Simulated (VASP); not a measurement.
Input of a VASP 6.6.1 run:

File INCAR:

```
PREC     = Accurate       # precision mode
ENCUT    = 600            # plane-wave cutoff, eV
EDIFF    = 1E-6           # SCF threshold, eV
ISMEAR   = 0              # smearing method
SIGMA    = 0.05           # smearing width, eV
LREAL    = False          # projectors in reciprocal space
LASPH    = True           # aspherical terms in the spheres
NELM     = 120            # most SCF steps
ALGO     = Normal         # electronic algorithm
ISIF     = 2              # what is computed and relaxed
LWAVE    = False          # write WAVECAR
LCHARG   = True           # write CHGCAR
GGA      = PE             # functional
LELF     = True           # ELF
LVHAR    = True         
NBANDS   = 15             # bands
GGA_COMPAT= False
```

File KPOINTS:

```
regular mesh
0
Gamma
  9 9 9
```

The input POSCAR:

```
ZrC
1.0
    0.0000000000      2.3650000000      2.3650000000
    2.3650000000      0.0000000000      2.3650000000
    2.3650000000      2.3650000000      0.0000000000
Zr C
1 1
Direct
    0.5000000000      0.5000000000      0.5000000000
    0.0000000000      0.0000000000      0.0000000000
```

Potentials or basis: VASP PAW PBE potentials, release 64 (Zr_sv, C).

Command:

```bash
$ cat potpaw_PBE.64/Zr_sv/POTCAR potpaw_PBE.64/C/POTCAR > POTCAR
$ mpirun -np 1 vasp_std > vasp.out
```

Problem. Estimate the pressure.

Solution. -2.8 GPa.

Problem. Predict the band gap on the k mesh.

Solution. Zero (band 8 reaches 10.33 eV, above the bottom of band 9 at 9.06 eV).
